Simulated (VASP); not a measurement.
# Fe in VASP: notebook

The runs below take Fe through single point, with PBE.

Everything below comes from runs of VASP 6.6.1. Logs are shortened: lines on timing, memory, paths and dates and some standing lists are left out, and cuts for length are marked.

### Step 1. The cell of the first run

It takes space group Immm (No. 71, orthorhombic). Conventional cell: a = 2.728 Å, b = 2.766 Å, c = 2.832 Å, α = 90.00°, β = 90.00°, γ = 90.00°. Within 3.2 Å of Fe (site symmetry mmm) lie 14 Fe at 2.40 to 2.83 Å.

### Step 2. Single point, PBE, collinear spin, ferromagnetic start (normal strain along x -0.0367, normal strain along z -0.0233)

Contents of INCAR:

```
SYSTEM = Fe
ALGO = Fast ; EDIFF = 1E-6
ENCUT = 520 ; GGA = PE
ISIF = 2 ; ISMEAR = 0
ISPIN = 2 ; LASPH = .TRUE.
LCHARG = .TRUE. ; LELF = .TRUE.
LMAXMIX = 4 ; LORBIT = 11
LREAL = .FALSE. ; LVHAR = .TRUE.
LWAVE = .FALSE. ; MAGMOM = 2.44
NBANDS = 14 ; NELM = 150
PREC = Accurate ; SIGMA = 0.15
```

Contents of KPOINTS:

```
k-points
0
G
  10 10 10
  0 0 0
```

Contents of POSCAR:

```
Fe
1.0
   -1.3638161386      1.4157750842      1.3827875247
    1.3638161386     -1.4157750842      1.3827875247
    1.3638161386      1.4157750842     -1.3827875247
Fe
1
Direct
    0.0000000000      0.0000000000      0.0000000000
```

Potentials or basis: VASP PAW PBE potentials, release 64 (Fe).

Started as:

```bash
> cat potpaw_PBE.64/Fe/POTCAR > POTCAR
> mpirun -np 1 vasp_std > vasp.out
```

OUTCAR:

```text
SYSTEM = Fe
   EDIFF = 1E-6
   ENCUT = 520
   GGA = PE
   ISIF = 2
   ISMEAR = 0
   ISPIN = 2
   LASPH = .TRUE.
   LORBIT = 11
   LREAL = .FALSE.
   NELM = 150
   PREC = Accurate

 ion  position               nearest neighbor table
   1  0.000  0.000  0.000-

  LATTYP: Found a body centered orthorhombic cell.
 ALAT       =     2.7276322772
 B/A-ratio  =     1.0139105159
 C/A-ratio  =     1.0380982041

  Lattice vectors:

 A1 = (  -1.3638161386,  -1.4157750842,   1.3827875247)
 A2 = (   1.3638161386,  -1.4157750842,  -1.3827875247)
 A3 = (   1.3638161386,   1.4157750842,   1.3827875247)

Analysis of symmetry for initial positions (statically):
=====================================================================
 Subroutine PRICEL returns:
 Original cell was already a primitive cell.

 Routine SETGRP: Setting up the symmetry group for a
 body centered orthorhombic supercell.

 Subroutine GETGRP returns: Found  8 space group operations
 (whereof  8 operations were pure point group operations)
 out of a pool of  8 trial point group operations.

The static configuration has the point symmetry D_2h.

Analysis of symmetry for dynamics (positions and initial velocities):
=====================================================================
 Subroutine PRICEL returns:
 Original cell was already a primitive cell.

 Routine SETGRP: Setting up the symmetry group for a
 body centered orthorhombic supercell.

 Subroutine GETGRP returns: Found  8 space group operations
 (whereof  8 operations were pure point group operations)
 out of a pool of  8 trial point group operations.

The dynamic configuration has the point symmetry D_2h.

Analysis of structural, dynamic, and magnetic symmetry:
=====================================================================
 Subroutine PRICEL returns:
 Original cell was already a primitive cell.

 Routine SETGRP: Setting up the symmetry group for a
 body centered orthorhombic supercell.

 Subroutine GETGRP returns: Found  8 space group operations
 (whereof  8 operations were pure point group operations)
 out of a pool of  8 trial point group operations.

The overall configuration has the point symmetry D_2h.

 Subroutine INISYM returns: Found  8 space group operations
 (whereof  8 operations are pure point group operations),
 and found     1 'primitive' translations

----------------------------------------------------------------------------------------

                                     Primitive cell

  volume of cell :      10.6799

  direct lattice vectors                    reciprocal lattice vectors
    -1.363816139  1.415775084  1.382787525     0.000000000  0.353163441  0.361588452
     1.363816139 -1.415775084  1.382787525     0.366618334  0.000000000  0.361588452
     1.363816139  1.415775084 -1.382787525     0.366618334  0.353163441  0.000000000

  length of vectors
     2.403438139  2.403438139  2.403438139     0.505441020  0.514932239  0.509051489

  position of ions in fractional coordinates (direct lattice)
     0.000000000  0.000000000  0.000000000

  ion indices of the primitive-cell ions
   primitive index   ion index
                 1           1

----------------------------------------------------------------------------------------

 KPOINTS: k-points

Automatic generation of k-mesh.
 Grid dimensions read from file:
 generate k-points for:   10   10   10

 Generating k-lattice:

  Cartesian coordinates                     Fractional coordinates (reciprocal lattice)
     0.000000000  0.035316344  0.036158845     0.100000000  0.000000000  0.000000000
     0.036661833  0.000000000  0.036158845    -0.000000000  0.100000000  0.000000000
     0.036661833  0.035316344  0.000000000    -0.000000000  0.000000000  0.100000000

  Length of vectors
     0.050544102  0.051493224  0.050905149

  Shift w.r.t. Gamma in fractional coordinates (k-lattice)
     0.000000000  0.000000000  0.000000000

 Subroutine IBZKPT returns following result:
 ===========================================

 Found    171 irreducible k-points:

 Following reciprocal coordinates:
            Coordinates               Weight
  0.000000  0.000000  0.000000      1.000000
  0.100000 -0.000000  0.000000      4.000000
  0.200000 -0.000000  0.000000      4.000000
  0.300000  0.000000 -0.000000      4.000000
  0.400000  0.000000  0.000000      4.000000
  0.500000  0.000000  0.000000      2.000000
[... 16 lines left out ...]
 -0.400000  0.200000  0.000000      8.000000
 -0.300000  0.200000  0.000000      8.000000
 [... further k-points ...]
   k-points           NKPTS =    171   k-points in BZ     NKDIM =    171   number of bands    NBANDS=     14
   number of dos      NEDOS =    301   number of ions     NIONS =      1
   total plane-waves  NPLWV =   5832
   dimension x,y,z NGX =    18 NGY =   18 NGZ =   18
   dimension x,y,z NGXF=    36 NGYF=   36 NGZF=   36
   ions per type =               1
   NGX,Y,Z   is equivalent  to a cutoff of  12.45, 12.45, 12.45 a.u.
   NGXF,Y,Z  is equivalent  to a cutoff of  24.90, 24.90, 24.90 a.u.
 SYSTEM =  Fe
   PREC   = accura    normal or accurate (medium, high low for compatibility)
   ISTART =      0    job   : 0-new  1-cont  2-samecut
   ICHARG =      2    charge: 1-file 2-atom 10-const
   ISPIN  =      2    spin polarized calculation?
   LNONCOLLINEAR =      F non collinear calculations
   LSORBIT =      F    spin-orbit coupling
   LASPH  =      T    aspherical Exc in radial PAW
   ENCUT  =  520.0 eV  38.22 Ry    6.18 a.u.   4.47  4.47  4.47*2*pi/ulx,y,z
   NELM   =    150;   NELMIN=  2; NELMDL= -5     # of ELM steps
   EDIFF  = 0.1E-05   stopping-criterion for ELM
   LREAL  =      F    real-space projection
   EDIFFG = 0.1E-04   stopping-criterion for IOM
   NSW    =      0    number of steps for IOM
   IBRION =     -1    ionic relax: 0-MD 1-quasi-New 2-CG
   NFREE  =      0    steps in history (QN), initial steepest desc. (CG)
   ISIF   =      2    stress and relaxation
   ISYM   =      2    0-nonsym 1-usesym 2-fastsym
   POTIM  = 0.5000    time-step for ionic-motion
   TEBEG  =    0.0;   TEEND  =   0.0 temperature during run
   PSTRESS=    0.0 pullay stress
   NELECT =       8.0000    total number of electrons
   NUPDOWN=      -1.0000    fix difference up-down
   EMIN   =  10.00;   EMAX   =-10.00  energy-range for DOS
   EFERMI =   0.00;   METHOD = LEGACY
   ISMEAR =     0;   SIGMA  =   0.15  broadening in eV -4-tet -1-fermi 0-gaus
   EFERMI_NEDOS =   21; number of points for ismear=-14 and -15
   IALGO  =     68    algorithm
   IMIX   =      4    mixing-type and parameters
     AMIX     =   0.40;   BMIX     =  1.00
     AMIX_MAG =   1.60;   BMIX_MAG =  1.00
  volume/ion in A,a.u.               =      10.68        72.07
  Fermi-wavevector in a.u.,A,eV,Ry     =   1.486790  2.809626 30.076286  2.210545
  Thomas-Fermi vector in A             =   2.600032
   LORBIT       =     11    0 simple, 1 ext, 2 COOP (PROOUT), +10 PAW based schemes
   GGA     = PE    functional components
   LHFCALC =     F    Hartree Fock is set to
   AEXX    =    0.0000 exact exchange contribution
   IVDW    =     0    specifies the selected vdW correction
   LEPSILON=     F    determine dielectric tensor
   LRPA    =     F    only Hartree local field effects (RPA)
 spin polarized calculation
 RMM-DIIS sequential band-by-band and
 Gauss-broadening in eV      SIGMA  =   0.15
  energy-cutoff  :      520.00
  volume of cell :       10.68
 maximum number of plane-waves:       313
 NGX is ok and might be reduce to    18
   NGX =  9   NGY =  9   NGZ =  9

 number of electron       7.9999999 magnetization       2.1038184

 Free energy of the ion-electron system (eV)
  ---------------------------------------------------
  ext. energy  EPLUGINS =         0.00000000
  ---------------------------------------------------
  free energy    TOTEN  =        -8.22429484 eV

  energy without entropy =       -8.21457933  energy(sigma->0) =       -8.21943708

 E-fermi :   6.5633     XC(G=0): -13.4719

 val. band max:        6.5601399809   @ k =  -0.4000  -0.3000   0.2000
 cond. band min:       6.5666179621   @ k =  -0.4000   0.5000   0.1000
 fundamental gap:      0.0064779811
 Fermi energy:         6.5632875266

 spin component 1

 k-point     1 :       0.0000    0.0000    0.0000
  band No.  band energies     occupation
      1      -2.3154      1.00000
      2       3.9601      1.00000
      3       4.0478      1.00000
      4       4.1791      1.00000
      5       5.3022      1.00000
      6       5.4841      1.00000
      7      31.6522      0.00000
      8      32.1699      0.00000
      9      32.5293      0.00000
     10      37.4007      0.00000
     11      37.8651      0.00000
     12      39.6864      0.00000
     13      40.1856      0.00000
     14      40.2391      0.00000

 k-point     2 :       0.1000   -0.0000    0.0000
  band No.  band energies     occupation
      1      -1.8920      1.00000
      2       3.9530      1.00000
      3       3.9905      1.00000
      4       4.3585      1.00000
      5       5.2000      1.00000
      6       5.4730      1.00000
      7      29.5161      0.00000
      8      31.4500      0.00000
      9      32.3192      0.00000
     10      36.5551      0.00000
     11      37.2156      0.00000
     12      37.3635      0.00000
     13      38.9965      0.00000
     14      41.6057      0.00000
[... 343 lines left out ...]
      1       1.4987      1.00000
      2       3.1460      1.00000
      3       3.5444      1.00000
      4       5.1784      1.00000
      5       5.5915      1.00000
      6       7.0474      0.00000
      7      20.9735      0.00000
      8      21.9862      0.00000
      9      28.6657      0.00000
     10      33.4553      0.00000
     11      37.3178      0.00000
     12      41.8832      0.00000
     13      44.7040      0.00000
     14      47.1194      0.00000

 k-point    24 :      -0.3000    0.2000    0.0000
  band No.  band energies     occupation
      1       0.2703      1.00000
      2       3.4514      1.00000
      3       3.6966      1.00000
      4       5.1134      1.00000
      5       5.4972      1.00000
      6       5.7492      1.00000
      7      23.1987      0.00000
      8      26.1020      0.00000
      9      30.5574      0.00000
     10      32.6757      0.00000
     11      37.5207      0.00000
     12      38.3461      0.00000
     13      43.2141      0.00000
     14      44.8248      0.00000

 [... further k-points ...]

 spin component 2

 k-point     1 :       0.0000    0.0000    0.0000
  band No.  band energies     occupation
      1      -2.1455      1.00000
      2       5.7499      1.00000
      3       5.8667      1.00000
      4       6.0524      1.00000
      5       7.9363      0.00000
      6       8.2101      0.00000
      7      31.4085      0.00000
      8      31.9474      0.00000
      9      32.3092      0.00000
     10      37.6691      0.00000
     11      38.0089      0.00000
     12      40.3242      0.00000
     13      40.8296      0.00000
     14      41.3641      0.00000

 k-point     2 :       0.1000   -0.0000    0.0000
  band No.  band energies     occupation
      1      -1.7191      1.00000
      2       5.7284      1.00000
      3       5.8077      1.00000
      4       6.2317      0.99912
      5       7.8004      0.00000
      6       8.1949      0.00000
      7      29.6240      0.00000
      8      31.3071      0.00000
      9      32.2245      0.00000
     10      36.8964      0.00000
     11      37.9017      0.00000
     12      38.1844      0.00000
     13      39.2155      0.00000
     14      42.1663      0.00000
[... 343 lines left out ...]
      1       2.0030      1.00000
      2       4.8164      1.00000
      3       5.1131      1.00000
      4       7.5632      0.00000
      5       8.2081      0.00000
      6       8.9677      0.00000
      7      21.7001      0.00000
      8      22.5873      0.00000
      9      29.1921      0.00000
     10      33.5674      0.00000
     11      37.6348      0.00000
     12      42.1853      0.00000
     13      45.2087      0.00000
     14      47.5757      0.00000

 k-point    24 :      -0.3000    0.2000    0.0000
  band No.  band energies     occupation
      1       0.5446      1.00000
      2       5.1642      1.00000
      3       5.3902      1.00000
      4       7.5390      0.00000
      5       7.6436      0.00000
      6       8.2606      0.00000
      7      23.8093      0.00000
      8      26.4896      0.00000
      9      31.1073      0.00000
     10      32.8528      0.00000
     11      37.8430      0.00000
     12      38.8036      0.00000
     13      43.5209      0.00000
     14      45.3028      0.00000

 [... further k-points ...]
[... 5 lines left out ...]
  --------------------------------------------------------------------------------------
  -------------------------------------------------------------------------------------
  Total        1.1441021      0.6835307      0.9401782      0.0000000      0.0000000     -0.0000000
  in kB      171.6365758    102.5423107    141.0441921      0.0000000      0.0000000     -0.0000000
  external PRESSURE =     138.4076928 kB  Pullay stress =       0.0000000 kB

 VOLUME and BASIS-vectors are now :
 -----------------------------------------------------------------------------
  energy-cutoff  :      520.00
  volume of cell :       10.68
      direct lattice vectors                 reciprocal lattice vectors
    -1.363816139  1.415775084  1.382787525     0.000000000  0.353163441  0.361588452
     1.363816139 -1.415775084  1.382787525     0.366618334  0.000000000  0.361588452
     1.363816139  1.415775084 -1.382787525     0.366618334  0.353163441  0.000000000

 POSITION                                       TOTAL-FORCE (eV/Angst)
 -----------------------------------------------------------------------------------
      0.00000      0.00000      0.00000        -0.000000     -0.000000      0.000000
 -----------------------------------------------------------------------------------
    total drift:                                0.000000      0.000000      0.000000

  FREE ENERGIE OF THE ION-ELECTRON SYSTEM (eV)
  ---------------------------------------------------
  free  energy   TOTEN  =        -8.2242948370 eV

  energy  without entropy=       -8.2145793323  energy(sigma->0) =       -8.21943708

 total charge

# of ion       s       p       d       tot
------------------------------------------
    1        0.514   0.601   6.289   7.404

 magnetization (x)

# of ion       s       p       d       tot
------------------------------------------
    1       -0.014  -0.061   2.166   2.092
```

Wall time 22 s (1 thread of Intel Xeon 6975P-C (Granite Rapids), shared host); peak memory 0.15 GiB.

Results:

| Property | Result |
| --- | --- |
| Free energy | -8.2243 eV |
| Pressure | 13.8 GPa |
| Net moment | 2.10 μB per cell |
| Site moments | Fe +2.09 μB |
| Valence electrons inside the program's atomic spheres | Fe 7.40 |

Caveat: the cell differs from its parent crystal (normal strain along x -0.0367, normal strain along z -0.0233).

### Step 3. Single point, PBE, collinear spin, ferromagnetic start (normal strain along x +0.0000, normal strain along z -0.0700)

Contents of INCAR:

```
PREC = Accurate
ENCUT = 520
EDIFF = 1E-6
ISMEAR = 0
SIGMA = 0.15
LREAL = False
LASPH = True
NELM = 150
ALGO = Fast
ISIF = 2
LWAVE = False
LCHARG = False
ISPIN = 2
MAGMOM = 2.44
LORBIT = 11
LMAXMIX = 4
GGA = PE
NBANDS = 14
```

Contents of KPOINTS:

```
Automatic mesh
0
Gamma
  10 10 10
```

Contents of POSCAR:

```
Fe
1.0
   -1.4157750842      1.4157750842      1.3166708283
    1.4157750842     -1.4157750842      1.3166708283
    1.4157750842      1.4157750842     -1.3166708283
Fe
1
Direct
    0.0000000000      0.0000000000      0.0000000000
```

Potentials or basis: VASP PAW PBE potentials, release 64 (Fe).

Started as:

```bash
> cat potpaw_PBE.64/Fe/POTCAR > POTCAR
> mpirun -np 1 vasp_std > vasp.out
```

Wall time 19 s (1 thread of Intel Xeon Platinum 8488C (Sapphire Rapids), shared host); peak memory 0.14 GiB.

Results (log left out):

```yaml
Free_energy: -8.1921 eV
Pressure: 16.9 GPa
Net_moment: 2.07 μB per cell
Site_moments: Fe +2.06 μB
Valence_electrons_inside_the_program's_atomic_spheres: Fe 7.43
```

Stress tensor (GPa, compression positive):
```
11.59  0.00  0.00
 0.00 11.59  0.00
 0.00  0.00 27.58
```

Levels at points of the mesh, in eV from the Fermi level:
Spin up:
```
           k point  band 1  band 2  band 3  band 4  band 5  band 6  band 7  band 8  band 9  band 10
(0.00, 0.00, 0.00)   -8.95   -2.81   -2.34   -2.34   -1.42   -0.97   25.02   25.02   26.95    30.73
(0.50, 0.00, 0.00)   -5.42   -3.91   -1.16   -0.61    0.49    0.67    8.27   18.44   20.56    24.04
(0.50, 0.50, 0.00)   -5.38   -3.33   -1.40   -1.12    0.00    0.42    7.45   20.03   23.07    25.73
(0.50, 0.50, 0.50)   -5.47   -5.28    0.13    0.13    0.29    9.43    9.43   12.45   15.56    16.94
```
Spin down:
| k point | band 1 | band 2 | band 3 | band 4 | band 5 | band 6 | band 7 | band 8 |
| --- | --- | --- | --- | --- | --- | --- | --- | --- |
| (0.00, 0.00, 0.00) | -8.77 | -1.12 | -0.50 | -0.50 | 1.13 | 1.78 | 24.82 | 24.82 |
| (0.50, 0.00, 0.00) | -4.19 | -2.36 | 0.82 | 1.41 | 2.01 | 2.55 | 9.58 | 18.54 |
| (0.50, 0.50, 0.00) | -4.21 | -1.66 | 0.12 | 0.91 | 1.64 | 2.53 | 8.78 | 20.01 |
| (0.50, 0.50, 0.50) | -3.73 | -3.55 | 2.22 | 2.22 | 2.27 | 9.71 | 9.71 | 12.74 |

Caveat: the cell differs from its parent crystal (normal strain along x +0.0000, normal strain along z -0.0700).

### Step 4. Single point, PBE, collinear spin, ferromagnetic start (normal strain along x +0.0000, normal strain along z -0.0467)

Contents of INCAR:

```
SYSTEM = Fe
  ALGO = Normal
  EDIFF = 1E-7
  ENCUT = 520
  GGA = PE
  ISIF = 2
  ISMEAR = 0
  ISPIN = 2
  LASPH = .TRUE.
  LCHARG = .TRUE.
  LELF = .TRUE.
  LMAXMIX = 4
  LORBIT = 11
  LREAL = .FALSE.
  LVHAR = .TRUE.
  LWAVE = .FALSE.
  MAGMOM = 2.44
  NBANDS = 14
  NELM = 150
  PREC = Accurate
  SIGMA = 0.15
```

Contents of KPOINTS:

```
k-points
0
G
  10 10 10
  0 0 0
```

Contents of POSCAR:

```
Fe
1.0
   -1.4157750842      1.4157750842      1.3496583878
    1.4157750842     -1.4157750842      1.3496583878
    1.4157750842      1.4157750842     -1.3496583878
Fe
1
Direct
    0.0000000000      0.0000000000      0.0000000000
```

Started as:

```bash
> cat potpaw_PBE.64/Fe/POTCAR > POTCAR
> mpirun -np 1 vasp_std > vasp.out
```

Run time: 23 s. Hardware: 1 thread of Intel Xeon Platinum 8488C (Sapphire Rapids), shared host; peak memory 0.14 GiB.

It converged, with:

* Free energy: -8.2289 eV
* Pressure: 10.4 GPa
* Net moment: 2.11 μB per cell
* Site moments: Fe +2.10 μB
* Valence electrons inside the program's atomic spheres: Fe 7.37

Stress tensor (GPa, compression positive):
```
 7.07  0.00  0.00
 0.00  7.07  0.00
 0.00  0.00 17.01
```

Levels at points of the mesh, in eV from the Fermi level:
Spin up:
```csv
k point,band 2,band 3,band 4,band 5,band 6,band 7,band 8,band 9
"(0.00, 0.00, 0.00)",-2.65,-2.35,-2.35,-1.30,-1.03,25.04,25.04,26.25
"(0.50, 0.00, 0.00)",-3.74,-1.11,-0.74,0.44,0.60,7.94,18.40,20.44
"(0.50, 0.50, 0.00)",-3.38,-1.27,-1.06,0.17,0.39,7.41,19.45,22.05
"(0.50, 0.50, 0.50)",-5.14,0.11,0.11,0.21,9.60,9.60,11.55,15.58
```
Spin down:
| k point | band 1 | band 2 | band 3 | band 4 | band 5 | band 6 | band 7 | band 8 |
| --- | --- | --- | --- | --- | --- | --- | --- | --- |
| (0.00, 0.00, 0.00) | -8.62 | -0.88 | -0.48 | -0.48 | 1.32 | 1.73 | 24.80 | 24.80 |
| (0.50, 0.00, 0.00) | -4.01 | -2.13 | 0.72 | 1.46 | 1.93 | 2.56 | 9.26 | 18.47 |
| (0.50, 0.50, 0.00) | -4.03 | -1.69 | 0.27 | 1.12 | 1.72 | 2.55 | 8.74 | 19.44 |
| (0.50, 0.50, 0.50) | -3.50 | -3.38 | 2.24 | 2.24 | 2.27 | 9.86 | 9.86 | 11.82 |

Caveat: the cell differs from its parent crystal (normal strain along x +0.0000, normal strain along z -0.0467).

### Step 5. Overview

```tsv
cell	gap on the mesh (eV)	pressure (GPa)	moment (μB)
a = 2.403 Å, angles 110.9, 107.8, 109.8°, 1 atom	none	13.8	2.10
a = 2.396 Å, angles 107.6, 107.6, 113.3°, 1 atom	none	16.9	2.07
a = 2.415 Å, angles 108.2, 108.2, 112.0°, 1 atom	none	10.4	2.11
```

Alike in all rows: task single point; level PBE; potentials or basis VASP PAW PBE potentials, release 64 (Fe); spin collinear, ferromagnetic start; k mesh 10 × 10 × 10; cutoff (eV) 520; smearing gaussian 0.15 eV.

Total energies depend on the potentials used, so only differences within one code and one set of settings carry meaning.
